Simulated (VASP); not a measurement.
A run of VASP 6.6.1 is set up as follows.

INCAR

```
SYSTEM = TiC
ALGO = Normal ; EDIFF = 1E-6
ENCUT = 600 ; GGA_COMPAT = .FALSE.
ISIF = 2 ; ISMEAR = 0
LASPH = .TRUE. ; LCHARG = .FALSE.
LREAL = .FALSE. ; LWAVE = .FALSE.
NBANDS = 15 ; NELM = 120
PREC = Accurate ; SIGMA = 0.1
```

The input KPOINTS:

```
k-points
0
G
  16 16 16
  0 0 0
```

POSCAR

```
TiC
1.0
    0.0000000000      2.1303901220      2.1303901220
    2.1303901220      0.0000000000      2.1303901220
    2.1303901220      2.1303901220      0.0000000000
Ti C
1 1
Direct
    0.0000000000      0.0000000000      0.0000000000
    0.5000000000      0.5000000000      0.5000000000
```

Potentials or basis: VASP PAW LDA potentials, release 64 (Ti_sv, C).

Run with:

```sh
$ cat potpaw_LDA.64/Ti_sv/POTCAR potpaw_LDA.64/C/POTCAR > POTCAR
$ mpirun -np 1 vasp_std > vasp.out
```

Predict the pressure.

0.6 GPa.

Predict the band gap on the k mesh.

zero (bands 8 and 9 overlap by 1.07 eV).
